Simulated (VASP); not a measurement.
Input of a VASP 6.6.1 run:

The input INCAR:

```
PREC = Accurate ; ENCUT = 520
EDIFF = 1E-6 ; ISMEAR = 0
SIGMA = 0.05 ; LREAL = Auto
LASPH = T ; NELM = 120
ALGO = Normal ; ISIF = 2
LWAVE = F ; LCHARG = F
LDIPOL = T ; IDIPOL = 3
DIPOL = 0.5 0.5 0.418 ; GGA = PE
IVDW = 12 ; NBANDS = 86
GGA_COMPAT = F ; NELMDL = -8
```

The input KPOINTS:

```
Automatic mesh
0
Gamma
  3 3 1
```

Contents of POSCAR:

```
MgO
1.0
    5.9506164682      0.0000000000      0.0000000000
    0.0000000000      5.9506164682      0.0000000000
    0.0000000000      0.0000000000     26.6752818854
Mg O
16 16
Direct
    0.2500000000      0.2500000000      0.2999031101
    0.2500000000      0.7500000000      0.2999031101
    0.7500000000      0.2500000000      0.2999031101
    0.7500000000      0.7500000000      0.2999031101
    0.5000000000      0.5000000000      0.3787724033
    0.5000000000      0.0000000000      0.3787724033
    0.0000000000      0.5000000000      0.3787724033
    0.0000000000      0.0000000000      0.3787724033
    0.7497242330      0.7500637411      0.4579656941
    0.7499335790      0.2500494066      0.4580329329
    0.2501096335      0.7500316720      0.4580394028
    0.2501289909      0.2500423478      0.4579338200
    0.0007361223      0.0005620682      0.5362300525
    0.0007258234      0.4995674916      0.5362130537
    0.4992506681      0.0010520101      0.5366153763
    0.4993160948      0.4991546424      0.5366365375
    0.5000000000      0.5000000000      0.2999031101
    0.5000000000      0.0000000000      0.2999031101
    0.0000000000      0.5000000000      0.2999031101
    0.0000000000      0.0000000000      0.2999031101
    0.7500000000      0.7500000000      0.3787724033
    0.7500000000      0.2500000000      0.3787724033
    0.2500000000      0.7500000000      0.3787724033
    0.2500000000      0.2500000000      0.3787724033
   -0.0000936385     -0.0000420620      0.4577330512
   -0.0001043628      0.5001319057      0.4577282721
    0.5000406931      0.0000237687      0.4578319002
    0.5000519727      0.5000705469      0.4578357945
    0.2498191091      0.2500782245      0.5382151622
    0.2493150015      0.7500079972      0.5380100281
    0.7508054256      0.2501369248      0.5380443888
    0.7501610446      0.7501279219      0.5383926962
```

Potentials or basis: VASP PAW PBE potentials, release 64 (Mg, O).

Run with:

```sh
$ cat potpaw_PBE.64/Mg/POTCAR potpaw_PBE.64/O/POTCAR > POTCAR
$ mpirun -np 1 vasp_std > vasp.out
```

Problem. Estimate the band gap on the k mesh.

Solution. 3.35 eV.

Problem. Estimate the largest force.

Solution. 0.545 eV/Å.

Problem. What does it give for the dispersion energy per atom?

Solution. -0.220 eV.

Forces on the atoms (eV/Å):
```
Mg   0.000  0.000  0.440
Mg   0.000  0.000  0.442
Mg   0.000  0.000  0.442
Mg   0.000  0.000  0.441
Mg   0.001  0.001  0.078
Mg   0.001  0.000  0.078
Mg  -0.002  0.003  0.077
Mg  -0.002 -0.002  0.077
Mg   0.003 -0.001  0.041
Mg  -0.002  0.000 -0.024
Mg   0.002  0.000 -0.027
Mg   0.001  0.000 -0.033
Mg  -0.084 -0.068 -0.023
Mg  -0.083  0.068 -0.020
Mg   0.085 -0.098 -0.097
Mg   0.082  0.097 -0.100
O    0.000  0.000 -0.545
O    0.000  0.000 -0.545
O    0.000  0.000 -0.545
O    0.000  0.000 -0.545
O   -0.005  0.001  0.052
O   -0.003  0.000  0.054
O    0.004  0.001  0.055
O    0.003  0.001  0.053
O    0.017  0.016 -0.007
O    0.017 -0.017 -0.007
O   -0.015  0.014 -0.010
O   -0.015 -0.015 -0.011
O    0.029 -0.001  0.051
O    0.051  0.004  0.073
O   -0.052 -0.004  0.068
O   -0.033 -0.002  0.015
```
